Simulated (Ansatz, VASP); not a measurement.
# MgS: VASP beside Ansatz

File INCAR:

```
SYSTEM = MgS
ALGO     = Normal         ! electronic algorithm
EDIFF    = 1E-6           ! SCF threshold, eV
ENCUT    = 600            ! plane-wave cutoff, eV
GGA      = PS             ! functional
GGA_COMPAT= .False.      
ISIF     = 2              ! what is computed and relaxed
ISMEAR   = 0              ! smearing method
LASPH    = .True.         ! aspherical terms in the spheres
LCHARG   = .True.         ! write CHGCAR
LELF     = .True.         ! ELF
LREAL    = .False.        ! projectors in reciprocal space
LVHAR    = .True.       
LWAVE    = .False.        ! write WAVECAR
NBANDS   = 11             ! bands
NELM     = 120            ! most SCF steps
PREC     = Accurate       ! precision mode
SIGMA    = 0.05           ! smearing width, eV
```

KPOINTS

```
k-points
0
Gamma
  8 8 8
  0 0 0
```

POSCAR

```
MgS
1.0
    0.0000000000      2.4975840000      2.6016500000
    2.4975840000      0.0000000000      2.6016500000
    2.4975840000      2.4975840000      0.0000000000
Mg S
1 1
Direct
    0.0000000000      0.0000000000      0.0000000000
    0.5000000000      0.5000000000      0.5000000000
```

Input for Ansatz:

```yaml
crystal:
  lattice:
    - [0.0, 2.497584, 2.60165]
    - [2.497584, 0.0, 2.60165]
    - [2.497584, 2.497584, 0.0]
  atoms:
    - { symbol: Mg, position: [0.0, 0.0, 0.0] }
    - { symbol: S, position: [0.5, 0.5, 0.5] }
basis:
  ecutwfc: 420
kpoints:
  mp_grid: { grid: [8, 8, 8] }
hamiltonian:
  xc: pbesol
scf:
  occupations: { method: gaussian, width: 0.05 }
output:
  forces: true
  stress: true
  eigenvalues: true
```

Change from the starting cell: strain -0.040 along x and y, +0.000 along z, atoms carried along.

Alike in both runs: task single point; functional PBEsol; k mesh 8 × 8 × 8; occupations gaussian, width 0.05 eV; no spin polarisation.

|  | VASP | Ansatz |
| --- | --- | --- |
| version | VASP 6.6.1 | Ansatz 0.2.0 |
| potentials or method | VASP PAW PBE potentials, release 64 (Mg, S), cutoff 600 eV | scalar-relativistic, plane waves, PAW |
| valence electrons in the cell | 8 | 16 |

```tsv
	VASP	Ansatz	Ansatz less VASP
gap on the k mesh at the Fermi level (eV)	2.70	2.69	-0.009
least direct gap on the mesh (eV)	4.16	4.15	-0.004
pressure (GPa)	6.4	6.6	+0.16
traceless stress, the component that is largest in VASP (GPa)	-4.12	-4.11	+0.002
```

VASP's potentials were made for PBE, not for PBEsol. VASP's potentials hold 8 valence electrons a cell and Ansatz's 16, so a difference there can come from the potentials and not from the codes.
